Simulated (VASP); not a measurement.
Crystal: FeCo.

```
Fe Co
1.0
     2.84552    0.00000    0.00000
     0.00000    2.84552    0.00000
     0.00000    0.00000    2.84552
Fe Co
1 1
Direct
  0.50000 0.50000 0.50000
  0.00000 0.00000 0.00000
```

Base run:

| Quantity | Value |
| --- | --- |
| Program | VASP 6.6.1 |
| Functional | PBE |
| Potentials or basis | VASP PAW PBE potentials, release 64 (Fe, Co) |
| Cutoff | 600 eV |
| k mesh | 16 × 16 × 16 |
| Occupations | gaussian, width 0.05 eV |
| Spin | no spin polarisation |

Its results: pressure -19.0 GPa.

The run is repeated on the same cell with these changes: spin from no spin polarisation to collinear spin, ferrimagnetic start; further incar settings from ALGO = Normal; EDIFF = 1e-06; NBANDS = 16 to ALGO = Normal; EDIFF = 1e-06; NBANDS = 20. What comes out?

Pressure -12.8 GPa; net moment -0.27 μB per cell; site moments Fe +0.99; Co -1.26 μB.

Caveats: the cell stands under tension.
